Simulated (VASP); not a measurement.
## ZnS: single point with revPBE

Crystal: ZnS.

```
Zn S
1.0
     0.00000    2.68387    2.68387
     2.68387    0.00000    2.68387
     2.68387    2.68387    0.00000
Zn S
1 1
Direct
  0.75000 0.75000 0.75000
  0.00000 0.00000 0.00000
```

```yaml
Program: VASP 6.6.1
Task: single point
Functional: revPBE
Potentials_or_basis: VASP PAW PBE potentials, release 64 (Zn, S)
Cutoff: 520 eV
k_mesh: 9 × 9 × 9
Occupations: fermi-dirac, width 0.05 eV
Spin: no spin polarisation
Dipole_correction: no
Further_INCAR_settings: ALGO = Normal; EDIFF = 1e-07; NBANDS = 16
```

```yaml
Pressure: 5.3 GPa
Band_gap_on_the_k_mesh: 2.32 eV, direct
```

Levels at points of the mesh, in eV from the valence-band top:
```csv
k point,band 7,band 8,band 9,band 10,band 11,band 12
"(0.00, 0.00, 0.00)",0.00,0.00,0.00,2.32,6.42,6.42
```

It took 19 s on 1 thread of Intel Xeon 6975P-C (shared host), peak memory 0.16 GiB.

Caveat: the PAW data sets were made with another functional, which shifts forces and pressure a little. Expect the measured gap to be larger: semilocal functionals such as revPBE lack the derivative discontinuity.
